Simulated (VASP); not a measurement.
Write the native input for VASP 6.6.1 that does the following.

```
Task                            : G0W0 quasiparticle levels
Functional                      : PBE
Potentials or basis             : VASP PAW PBE potentials, release 64 (Mg_GW, O_GW)
Cutoff                          : 500 eV
k mesh                          : 4 × 4 × 4
Occupations                     : gaussian, width 0.01 eV
Spin                            : no spin polarisation
Dipole correction               : no
GW scheme                       : G0W0
GW iterations                   : 1
Cutoff of the response function : 80
Frequency points                : 48
Empty bands                     : 60
Further INCAR settings          : ALGO = EVGW0; EDIFF = 1e-08; NBANDS = 64
```

The system is MgO.

```
Mg O
1.0
     0.00000    2.10217    2.10217
     2.10217    0.00000    2.10217
     2.10217    2.10217    0.00000
Mg O
1 1
Cartesian
  0.0000 0.0000 0.0000
  2.1022 2.1022 2.1022
```

These files were run (other wordings do the same):

POSCAR

```
MgO
1.0
    0.0000000000      2.1021674168      2.1021674168
    2.1021674168      0.0000000000      2.1021674168
    2.1021674168      2.1021674168      0.0000000000
Mg O
1 1
Direct
    0.0000000000      0.0000000000      0.0000000000
    0.5000000000      0.5000000000      0.5000000000
```

INCAR.step1

```
SYSTEM = MgO
PREC = Accurate ; ENCUT = 500
EDIFF = 1E-8 ; ISMEAR = 0
SIGMA = 0.01 ; LREAL = .False.
LASPH = .True. ; NELM = 80
ALGO = Normal ; LWAVE = .True.
LCHARG = .False. ; GGA = PE
```

INCAR.step2

```
SYSTEM = MgO
PREC = Accurate ; ENCUT = 500
EDIFF = 1E-8 ; ISMEAR = 0
SIGMA = 0.01 ; LREAL = .False.
LASPH = .True. ; NELM = 1
ALGO = Exact ; LWAVE = .True.
LCHARG = .False. ; GGA = PE
NBANDS = 64 ; LOPTICS = .True.
ISTART = 1
```

INCAR.step3

```
SYSTEM = MgO
PREC = Accurate ; ENCUT = 500
EDIFF = 1E-8 ; ISMEAR = 0
SIGMA = 0.01 ; LREAL = .False.
LASPH = .True. ; ALGO = EVGW0
LWAVE = .False. ; LCHARG = .False.
GGA = PE ; NELMGW = 1
NBANDS = 64 ; ENCUTGW = 80.0
NOMEGA = 48 ; PRECFOCK = Fast
ISTART = 1 ; NBANDSGW = 12
```

KPOINTS

```
Automatic mesh
0
Gamma
  4 4 4
  0 0 0
```

Potentials or basis: VASP PAW PBE potentials, release 64 (Mg_GW, O_GW).

Launch:

```console
$ cat potpaw_PBE.64/Mg_GW/POTCAR potpaw_PBE.64/O_GW/POTCAR > POTCAR
$ cp INCAR.step1 INCAR
$ mpirun -np 1 vasp_std > vasp.out
$ cp INCAR.step2 INCAR
$ mpirun -np 1 vasp_std > vasp.out
$ cp INCAR.step3 INCAR
$ mpirun -np 1 vasp_std > vasp.out
```

Results of the run:

```
Band gap on the k mesh, mean-field level : 4.77 eV, direct
Quasiparticle gap                        : 7.02 eV
Least direct quasiparticle gap           : 7.02 eV
```

Caveat: the k points lie up to 0.65 Å⁻¹ apart; bands, screening cutoff and mesh are small and nothing is extrapolated, so the quasiparticle values aren't converged.

It took 20 s on 1 thread of Intel Xeon 6975P-C, on a shared host, peak memory 0.17 GiB.
